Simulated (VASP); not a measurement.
A run of VASP 6.6.1:

Contents of POSCAR:

```
ZnS
1.0
    3.5784085092      0.0000000000      0.0000000000
   -1.7892042546      3.0989926741      0.0000000000
    0.0000000000      0.0000000000      5.9303746993
Zn S
2 2
Direct
    0.3333333333      0.6666666667      0.0020622314
    0.6666666667      0.3333333333      0.5020622314
    0.3333333333      0.6666666667      0.3729377686
    0.6666666667      0.3333333333      0.8729377686
```

The input INCAR.step1:

```
SYSTEM = ZnS
PREC = Accurate
ENCUT = 520
ISMEAR = 0
SIGMA = 0.02
LREAL = .FALSE.
LASPH = .TRUE.
NELM = 100
NBANDS = 26
GGA = PE
ALGO = Normal
EDIFF = 1E-4
LWAVE = .TRUE.
LCHARG = .FALSE.
```

INCAR.step2

```
SYSTEM = ZnS
PREC = Accurate
ENCUT = 520
EDIFF = 1E-6
ISMEAR = 0
SIGMA = 0.02
LREAL = .FALSE.
LASPH = .TRUE.
NELM = 100
ALGO = Normal
ISIF = 2
LWAVE = .FALSE.
LCHARG = .FALSE.
METAGGA = R2SCAN
LMIXTAU = .TRUE.
NBANDS = 26
ISTART = 1
```

Contents of KPOINTS:

```
Automatic mesh
0
G
  6 6 4
  0 0 0
```

Potentials or basis: VASP PAW PBE potentials, release 64 (Zn, S).

Launch:

```console
$ cat potpaw_PBE.64/Zn/POTCAR potpaw_PBE.64/S/POTCAR > POTCAR
$ cp INCAR.step1 INCAR
$ mpirun -np 1 vasp_std > vasp.out
$ cp INCAR.step2 INCAR
$ mpirun -np 1 vasp_std > vasp.out
```

Hardware: 1 thread of Intel(R) Xeon(R) 6975P-C (Granite Rapids), on a shared host.

Q: Estimate the wall time of this run.

A: It took 74 s on 1 thread of Intel(R) Xeon(R) 6975P-C (Granite Rapids), on a shared host, peak memory 0.2 GiB. Counts: k points 21.
